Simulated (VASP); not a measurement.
# Ti3I (P4/mmm) in VASP: a series of runs, part 2 of 2

VASP 6.6.1. Earlier steps stand in the parts before.

**3. Single point, PBE, collinear spin, ferromagnetic start**

Contents of INCAR:

```
PREC = Accurate ; ENCUT = 520
EDIFF = 1E-6 ; ISMEAR = 0
SIGMA = 0.1 ; LREAL = F
LASPH = T ; NELM = 150
ALGO = Normal ; ISIF = 2
LWAVE = F ; LCHARG = F
ISPIN = 2 ; MAGMOM = 1 1 1 0
LORBIT = 11 ; LMAXMIX = 4
GGA = PE ; NBANDS = 34
```

Contents of KPOINTS:

```
Automatic mesh
0
Gamma
  4 4 4
```

Contents of POSCAR:

```
Ti3I
1.0
    4.3648334311      0.0000000000      0.0000000000
    0.0000000000      4.3648334311      0.0000000000
    0.0000000000      0.0000000000      4.3199690356
Ti I
3 1
Direct
    0.0000000000      0.5000000000      0.5000000000
    0.5000000000      0.0000000000      0.5000000000
    0.5000000000      0.5000000000      0.0000000000
    0.0000000000      0.0000000000      0.0000000000
```

Potentials or basis: VASP PAW PBE potentials, release 64 (Ti_sv, I).

Command:

```sh
$ cat potpaw_PBE.64/Ti_sv/POTCAR potpaw_PBE.64/I/POTCAR > POTCAR
$ mpirun -np 1 vasp_std > vasp.out
```

OUTCAR:

```text
PREC = Accurate
   ENCUT = 520
   EDIFF = 1E-6
   ISMEAR = 0
   LREAL = F
   LASPH = T
   NELM = 150
   ISIF = 2
   ISPIN = 2
   LORBIT = 11
   GGA = PE

 ion  position               nearest neighbor table
   1  0.000  0.500  0.500-   4 3.07   4 3.07   4 3.07   4 3.07
   2  0.500  0.000  0.500-   4 3.07   4 3.07   4 3.07   4 3.07
   3  0.500  0.500  0.000-   4 3.09   4 3.09   4 3.09   4 3.09
   4  0.000  0.000  0.000-   1 3.07   2 3.07   1 3.07   2 3.07   1 3.07   1 3.07   2 3.07   2 3.07
                             3 3.09   3 3.09   3 3.09   3 3.09

  LATTYP: Found a simple tetragonal cell.
 ALAT       =     4.3648334311
 C/A-ratio  =     0.9897213957

  Lattice vectors:

 A1 = (   4.3648334311,   0.0000000000,   0.0000000000)
 A2 = (   0.0000000000,   4.3648334311,   0.0000000000)
 A3 = (   0.0000000000,   0.0000000000,   4.3199690356)

Analysis of symmetry for initial positions (statically):
=====================================================================
 Subroutine PRICEL returns:
 Original cell was already a primitive cell.

 Routine SETGRP: Setting up the symmetry group for a
 simple tetragonal supercell.

 Subroutine GETGRP returns: Found 16 space group operations
 (whereof 16 operations were pure point group operations)
 out of a pool of 16 trial point group operations.

The static configuration has the point symmetry D_4h.

Analysis of symmetry for dynamics (positions and initial velocities):
=====================================================================
 Subroutine PRICEL returns:
 Original cell was already a primitive cell.

 Routine SETGRP: Setting up the symmetry group for a
 simple tetragonal supercell.

 Subroutine GETGRP returns: Found 16 space group operations
 (whereof 16 operations were pure point group operations)
 out of a pool of 16 trial point group operations.

The dynamic configuration has the point symmetry D_4h.

Analysis of structural, dynamic, and magnetic symmetry:
[... 155 lines left out ...]

 E-fermi :   8.9088     XC(G=0): -10.9367

 val. band max:        8.8981362400   @ k =   0.5000   0.2500   0.0000
 cond. band min:       8.9242633034   @ k =   0.5000   0.0000   0.5000
 fundamental gap:      0.0261270634
 Fermi energy:         8.9088086315

 spin component 1

 k-point     1 :       0.0000    0.0000    0.0000
  band No.  band energies     occupation
      1     -48.1520      1.00000
      2     -48.0933      1.00000
      3     -48.0876      1.00000
      4     -24.5407      1.00000
      5     -24.5367      1.00000
      6     -24.5367      1.00000
[... 637 lines left out ...]
     32      11.5768      0.00000
     33      13.7785      0.00000
 Fermi energy:         8.9088086315

 spin component 2

 k-point     1 :       0.0000    0.0000    0.0000
  band No.  band energies     occupation
      1     -48.1515      1.00000
      2     -48.0920      1.00000
      3     -48.0879      1.00000
      4     -24.5399      1.00000
      5     -24.5363      1.00000
      6     -24.5363      1.00000
[... 637 lines left out ...]
     32      11.5773      0.00000
     33      13.7790      0.00000
 [bands above 33 left out]

------------------------ aborting loop because EDIFF is reached ----------------------------------------

  FORCE on cell =-STRESS in cart. coord.  units (eV):
  Direction    XX          YY          ZZ          XY          YZ          ZX
  --------------------------------------------------------------------------------------
  -------------------------------------------------------------------------------------
  Total       -5.1498070     -5.1498070     -5.5104288      0.0000000     -0.0000000      0.0000000
  in kB     -100.2502694   -100.2502694   -107.2704226      0.0000000     -0.0000000      0.0000000
  external PRESSURE =    -102.5903204 kB  Pullay stress =       0.0000000 kB

 VOLUME and BASIS-vectors are now :
 -----------------------------------------------------------------------------
  energy-cutoff  :      520.00
  volume of cell :       82.30
      direct lattice vectors                 reciprocal lattice vectors
     4.364833431  0.000000000  0.000000000     0.229103817  0.000000000  0.000000000
     0.000000000  4.364833431  0.000000000     0.000000000  0.229103817  0.000000000
     0.000000000  0.000000000  4.319969036     0.000000000  0.000000000  0.231483141

 POSITION                                       TOTAL-FORCE (eV/Angst)
 -----------------------------------------------------------------------------------
      0.00000      2.18242      2.15998         0.000000      0.000000      0.000000
      2.18242      0.00000      2.15998         0.000000      0.000000      0.000000
      2.18242      2.18242      0.00000         0.000000      0.000000      0.000000
      0.00000      0.00000      0.00000         0.000000      0.000000      0.000000
 -----------------------------------------------------------------------------------
    total drift:                                0.000000     -0.000000     -0.000000

  FREE ENERGIE OF THE ION-ELECTRON SYSTEM (eV)
  ---------------------------------------------------
  free  energy   TOTEN  =       -23.7532609233 eV

  energy  without entropy=      -23.7184203492  energy(sigma->0) =      -23.73584064

 total charge

# of ion       s       p       d       tot
------------------------------------------
    1        2.184   6.060   1.927  10.171
    2        2.184   6.060   1.927  10.171
    3        2.186   6.060   1.924  10.170
    4        1.494   2.566   0.175   4.235
--------------------------------------------------
tot          8.049  20.747   5.952  34.748

 magnetization (x)

# of ion       s       p       d       tot
------------------------------------------
    1        0.000   0.000   0.001   0.001
    2        0.000   0.000   0.001   0.001
    3       -0.000   0.000  -0.001  -0.001
    4       -0.000  -0.000   0.000  -0.000
--------------------------------------------------
tot          0.000   0.000   0.001   0.001
```

OSZICAR:

```text
N       E                     dE             d eps       ncg     rms          rms(c)
DAV:   1     0.532640291302E+03    0.53264E+03   -0.20617E+04  2448   0.142E+03
DAV:   2     0.374121066013E+02   -0.49523E+03   -0.47972E+03  2460   0.453E+02
DAV:   3    -0.192371998362E+02   -0.56649E+02   -0.54739E+02  4006   0.134E+02
[... 11 lines left out ...]
DAV:  15    -0.237531491725E+02   -0.67525E-04   -0.64139E-05  3236   0.371E-02    0.305E-02
DAV:  16    -0.237531986790E+02   -0.49507E-04   -0.45890E-05  3170   0.294E-02    0.236E-02
DAV:  17    -0.237532411806E+02   -0.42502E-04   -0.68840E-05  2872   0.340E-02    0.133E-02
DAV:  18    -0.237532549038E+02   -0.13723E-04   -0.28663E-05  3218   0.230E-02    0.993E-03
DAV:  19    -0.237532602940E+02   -0.53902E-05   -0.18192E-05  3040   0.189E-02    0.381E-03
DAV:  20    -0.237532609233E+02   -0.62930E-06   -0.22839E-06  2168   0.733E-03
   1 F= -.23753261E+02 E0= -.23735841E+02  d E =-.348406E-01  mag=     0.0029
```

Wall time 1.8 min (1 thread of Oxide Virtual Turin-like, shared host); peak memory 0.21 GiB.

Results:

```
Free energy                                           : -23.7533 eV
Pressure                                              : -10.3 GPa
Net moment                                            : 0.00 μB per cell
Valence electrons inside the program's atomic spheres : Ti 10.17; I 4.24
```

Stress tensor (GPa, compression positive):
```
-10.03   0.00   0.00
  0.00 -10.03   0.00
  0.00   0.00 -10.73
```

Levels at points of the mesh, in eV from the Fermi level:
Spin up:
| k point | band 19 | band 20 | band 21 | band 22 | band 23 | band 24 | band 25 | band 26 |
| --- | --- | --- | --- | --- | --- | --- | --- | --- |
| (0.00, 0.00, 0.00) | -2.32 | -1.33 | -1.31 | -1.31 | -0.24 | 0.95 | 0.95 | 1.01 |
| (0.50, 0.00, 0.00) | -0.73 | -0.44 | -0.13 | -0.07 | -0.03 | 0.16 | 0.90 | 0.90 |
| (0.50, 0.50, 0.00) | -0.56 | -0.56 | 0.07 | 0.07 | 0.57 | 0.87 | 0.93 | 0.97 |
| (0.00, 0.00, 0.50) | -0.72 | -0.48 | -0.11 | -0.11 | 0.06 | 0.18 | 0.88 | 0.88 |
| (0.50, 0.00, 0.50) | -0.57 | -0.56 | 0.02 | 0.02 | 0.58 | 0.87 | 0.94 | 1.00 |
| (0.50, 0.50, 0.50) | -2.38 | 0.07 | 0.22 | 0.26 | 0.26 | 0.42 | 1.06 | 1.06 |
Spin down:
| k point | band 18 | band 19 | band 20 | band 21 | band 22 | band 23 | band 24 | band 25 | band 26 | band 27 |
| --- | --- | --- | --- | --- | --- | --- | --- | --- | --- | --- |
| (0.00, 0.00, 0.00) | -2.33 | -2.32 | -1.33 | -1.31 | -1.31 | -0.24 | 0.96 | 0.96 | 1.01 | 2.18 |
| (0.50, 0.00, 0.00) | -1.22 | -0.73 | -0.44 | -0.12 | -0.07 | -0.03 | 0.16 | 0.90 | 0.91 | 1.22 |
| (0.50, 0.50, 0.00) | -0.59 | -0.56 | -0.56 | 0.07 | 0.07 | 0.57 | 0.87 | 0.93 | 0.97 | 0.97 |
| (0.00, 0.00, 0.50) | -1.19 | -0.72 | -0.48 | -0.11 | -0.11 | 0.06 | 0.18 | 0.88 | 0.88 | 1.25 |
| (0.50, 0.00, 0.50) | -0.63 | -0.57 | -0.56 | 0.02 | 0.03 | 0.58 | 0.87 | 0.94 | 1.00 | 1.02 |
| (0.50, 0.50, 0.50) | -2.38 | -2.38 | 0.07 | 0.22 | 0.26 | 0.26 | 0.42 | 1.06 | 1.06 | 1.09 |

Caveat: the k points lie up to 0.36 Å⁻¹ apart; spin-orbit coupling is left out, which moves the levels of the heavy elements.
